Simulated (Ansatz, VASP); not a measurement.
CdSe: VASP and Ansatz over several settings

```
Cd Se
1.0
     0.00000    3.09060    3.09060
     3.09060    0.00000    3.09060
     3.09060    3.09060    0.00000
Cd Se
1 1
Direct
  0.00000 0.00000 0.00000
  0.25000 0.25000 0.25000
```

Single points on this cell with VASP 6.6.1 and Ansatz 0.2.0. Each row is one pair of runs. Alike in all rows: k mesh: 8 × 8 × 8; smearing: fermi-dirac, width 0.05 eV; VASP's potentials, cutoff: VASP PAW PBE potentials, release 64 (Cd, Se), 520 eV.

```csv
level,spin,"Ansatz's potentials, cutoff","gap on the k mesh at the Fermi level (eV), VASP","gap on the k mesh at the Fermi level (eV), Ansatz","least direct gap on the mesh (eV), VASP","least direct gap on the mesh (eV), Ansatz","pressure (GPa), VASP","pressure (GPa), Ansatz"
PBE+D3(BJ),off,"Ansatz PAW, 420 eV",0.51,0.51,0.51,0.51,-1.3,-1.6
BLYP,off,"Ansatz PAW, 420 eV",0.46,0.43,0.46,0.43,3.3,2.9
r2SCAN+D3(BJ),off,"Ansatz PAW, 500 eV",0.98,0.99,0.98,0.99,-1.7,-1.9
RPBE,off,"Ansatz PAW, 420 eV",0.68,0.69,0.68,0.69,2.4,2.2
revPBE+D3(BJ),off,"Ansatz PAW, 420 eV",0.64,0.64,0.64,0.64,-1.8,-2.1
BLYP+D4,off,"Ansatz PAW, 420 eV",0.46,0.43,0.46,0.43,-0.4,-0.8
PBEsol,"non-collinear, zero start, SOC","Ansatz PAW, 420 eV",-,-,-,-,-2.0,-2.3
```

Gap on the k mesh at the fermi level (eV): the two programs differ by at most 0.029; least direct gap on the mesh (eV): the two programs differ by at most 0.029; pressure (GPa): the two programs differ by at most 0.37.

VASP's potentials hold 18 valence electrons a cell and Ansatz's 36, so a difference there can come from the potentials and not from the codes.
